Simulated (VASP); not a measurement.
A run of VASP 6.6.1 is set up as follows.

Contents of INCAR:

```
PREC     = Accurate       # precision mode
ENCUT    = 520            # plane-wave cutoff, eV
EDIFF    = 1E-7           # SCF threshold, eV
ISMEAR   = 0              # smearing method
SIGMA    = 0.05           # smearing width, eV
LREAL    = F              # projectors in reciprocal space
LASPH    = T              # aspherical terms in the spheres
NELM     = 100            # most SCF steps
ALGO     = Normal         # electronic algorithm
ISIF     = 2              # what is computed and relaxed
LWAVE    = F              # write WAVECAR
LCHARG   = F              # write CHGCAR
GGA      = PS             # functional
NBANDS   = 15             # bands
```

Contents of KPOINTS:

```
Automatic mesh
0
Gamma
  6 6 6
```

The input POSCAR:

```
KBr
1.0
    0.0000000000      3.2748785852      3.4058737286
    3.2748785852      0.0000000000      3.4058737286
    3.2748785852      3.2748785852      0.0000000000
K Br
1 1
Direct
    0.0000000000      0.0000000000      0.0000000000
    0.5000000000      0.5000000000      0.5000000000
```

Potentials or basis: VASP PAW PBE potentials, release 64 (K_sv, Br).

Run with:

```console
$ cat potpaw_PBE.64/K_sv/POTCAR potpaw_PBE.64/Br/POTCAR > POTCAR
$ mpirun -np 1 vasp_std > vasp.out
```

(1) Estimate the band gap on the k mesh.

(2) Estimate the pressure.

Answers

(1) 4.23 eV, direct.

(2) -0.4 GPa.

Caveat: the cell differs from its parent crystal (strain +0.000 along x and y, +0.040 along z); the PAW data sets were made with another functional, which shifts forces and pressure a little.
